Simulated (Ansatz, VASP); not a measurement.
## Two plane-wave programs on NaI

```
CELL_PARAMETERS angstrom
0.00000 3.21468 3.21468
3.21468 0.00000 3.21468
3.21468 3.21468 0.00000
ATOMIC_POSITIONS crystal
Na 0.00000 0.00000 0.00000
I 0.50000 0.50000 0.50000
```

Change from the starting cell: volume scaled by 0.98, PAW files.

Alike in both runs: task electric field gradients; functional LDA; k mesh 8 × 8 × 8; occupations fermi-dirac, width 0.02 eV; no spin polarisation.

```csv
,VASP,Ansatz
version,VASP 6.6.1,Ansatz 0.2.0
potentials or method,"VASP PAW LDA potentials, release 64 (Na_pv, I)","PAW with Ansatz's default frozen-core files, scalar-relativistic"
plane-wave cutoff (eV),520,420
valence electrons in the cell,14,26
```

|  | VASP | Ansatz | Ansatz less VASP |
| --- | --- | --- | --- |
| gap on the k mesh at the Fermi level (eV) | 3.40 | 3.39 | -0.013 |
| pressure (GPa) | -1.4 | -1.4 | -0.02 |

LDA's correlation is that of Perdew and Zunger in VASP and of Perdew and Wang (1992) in Ansatz. VASP's potentials hold 14 valence electrons a cell and Ansatz's 26, so a difference there can come from the potentials and not from the codes.

Spin-orbit coupling is off throughout.
